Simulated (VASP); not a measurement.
Set up this calculation in VASP 6.6.1, as the native input.

```yaml
Task: single point
Functional: LDA
Potentials_or_basis: VASP PAW LDA potentials, release 64 (Rh_pv)
Cutoff: 520 eV
k_mesh: 12 × 12 × 12
Occupations: fermi-dirac, width 0.05 eV
Spin: no spin polarisation
Dipole_correction: no
Further_INCAR_settings: ALGO = Normal; EDIFF = 1e-06; NBANDS = 14
```

The structure of Rh lies in POSCAR:

```
Rh
1.0
    0.0000000000      1.8978500000      1.8978500000
    1.8978500000      0.0000000000      1.8978500000
    1.8978500000      1.8978500000      0.0000000000
Rh
1
Direct
    0.0000000000      0.0000000000      0.0000000000
```

One way to write it, as run:

INCAR

```
ALGO     = Normal         # electronic algorithm
EDIFF    = 1E-6           # SCF threshold, eV
ENCUT    = 520            # plane-wave cutoff, eV
ISIF     = 2              # what is computed and relaxed
ISMEAR   = -1             # smearing method
LASPH    = True           # aspherical terms in the spheres
LCHARG   = False          # write CHGCAR
LREAL    = False          # projectors in reciprocal space
LWAVE    = False          # write WAVECAR
NBANDS   = 14             # bands
NELM     = 100            # most SCF steps
PREC     = Accurate       # precision mode
SIGMA    = 0.05           # smearing width, eV
```

KPOINTS

```
k-points
0
Gamma
  12 12 12
```

Potentials or basis: VASP PAW LDA potentials, release 64 (Rh_pv).

Launch:

```sh
$ cat potpaw_LDA.64/Rh_pv/POTCAR > POTCAR
$ mpirun -np 1 vasp_std > vasp.out
```

Results of the run:

The pressure is -9.1 GPa.

It took 6.9 s on 1 thread of AMD EPYC 7R13 Processor (Zen 3), on a shared host, peak memory 0.09 GiB.
